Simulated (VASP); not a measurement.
Here is a VASP 6.6.1 calculation.

File INCAR:

```
SYSTEM = TaN
ALGO     = Normal         ! electronic algorithm
EDIFF    = 1E-7           ! SCF threshold, eV
ENCUT    = 520            ! plane-wave cutoff, eV
GGA      = PS             ! functional
ISIF     = 2              ! what is computed and relaxed
ISMEAR   = 1              ! smearing method
LASPH    = .True.         ! aspherical terms in the spheres
LCHARG   = .False.        ! write CHGCAR
LREAL    = .False.        ! projectors in reciprocal space
LWAVE    = .False.        ! write WAVECAR
NBANDS   = 33             ! bands
NELM     = 80             ! most SCF steps
PREC     = Accurate       ! precision mode
SIGMA    = 0.15           ! smearing width, eV
```

File KPOINTS:

```
k-points
0
Gamma
  5 5 8
  0 0 0
```

File POSCAR:

```
TaN
1.0
    5.2593104652      0.0000000000      0.0000000000
   -2.6296552326      4.5546965999      0.0000000000
    0.0000000000      0.0000000000      2.9462675463
Ta N
3 3
Direct
    0.0000000000      0.0000000000      0.0000000000
    0.3333333333      0.6666666667      0.5000000000
    0.6666666667      0.3333333333      0.5000000000
    0.5000000000      0.0000000000      0.0000000000
    0.5000000000      0.5000000000      0.0000000000
    0.0000000000      0.5000000000      0.0000000000
```

Potentials or basis: VASP PAW PBE potentials, release 64 (Ta_pv, N).

Run with:

```sh
$ cat potpaw_PBE.64/Ta_pv/POTCAR potpaw_PBE.64/N/POTCAR > POTCAR
$ mpirun -np 1 vasp_std > vasp.out
```

Q: Estimate the band gap on the k mesh.

A: Zero (band 24 reaches 8.44 eV, above the bottom of band 25 at 6.42 eV).

Q: What does it give for the pressure?

A: -10.1 GPa.

Stress tensor (GPa, compression positive):
```
 -8.66   0.00   0.00
  0.00  -8.66   0.00
  0.00   0.00 -13.07
```

Caveat: the PAW data sets were made with another functional, which shifts forces and pressure a little; spin-orbit coupling is left out, which moves the levels of the heavy elements.
